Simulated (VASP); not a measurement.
**C: single point with PBEsol+D3(BJ)**

Crystal: C.

```
CELL_PARAMETERS angstrom
2.41662 0.00000 0.00000
-1.20831 2.09285 0.00000
0.00000 0.00000 3.47054
ATOMIC_POSITIONS crystal
C 0.31924 0.63848 0.00000
C 0.68076 0.36152 0.00000
```

This cell differs from its parent crystal: atoms displaced along a vibrational mode, the cell strained.

```yaml
Program: VASP 6.6.1
Task: single point
Functional: PBEsol
Dispersion: D3(BJ)
Potentials_or_basis: VASP PAW PBE potentials, release 64 (C)
Cutoff: 520 eV
k_mesh: 21 × 21 × 12
Occupations: gaussian, width 0.15 eV
Spin: no spin polarisation
```

- Pressure: 22.4 GPa
- Largest force: 6.225 eV/Å
- Band gap on the k mesh: zero (bands 4 and 5 overlap by 0.53 eV)
- Dispersion energy per atom: -0.106 eV

Forces on the atoms (eV/Å):
```
C    0.000  6.225  0.000
C    0.000 -6.225  0.000
```

Stress tensor (GPa, compression positive):
```
51.18  0.00  0.00
 0.00 15.77  0.00
 0.00  0.00  0.19
```

Levels at points of the mesh, in eV from the Fermi level:
```
           k point  band 1  band 2  band 3  band 4  band 5  band 6  band 7  band 8  band 9
(0.00, 0.00, 0.00)  -19.99   -7.14   -4.68   -0.89    3.67    6.39   11.19   12.57   13.98
(0.00, 0.00, 0.50)  -19.76   -8.79   -4.66   -0.85    6.45    9.40   11.29   12.25   14.32
```

Run time: 2.1 min on 1 thread of Intel(R) Xeon(R) Platinum 8259CL CPU @ 2.50GHz (Skylake/Cascade Lake), on a shared host, peak memory 0.24 GiB.

Caveat: the cell differs from its parent crystal (atoms displaced along a vibrational mode, the cell strained); the stress differs along the axes, from 0 to 51 GPa; the PAW data sets were made with another functional, which shifts forces and pressure a little.
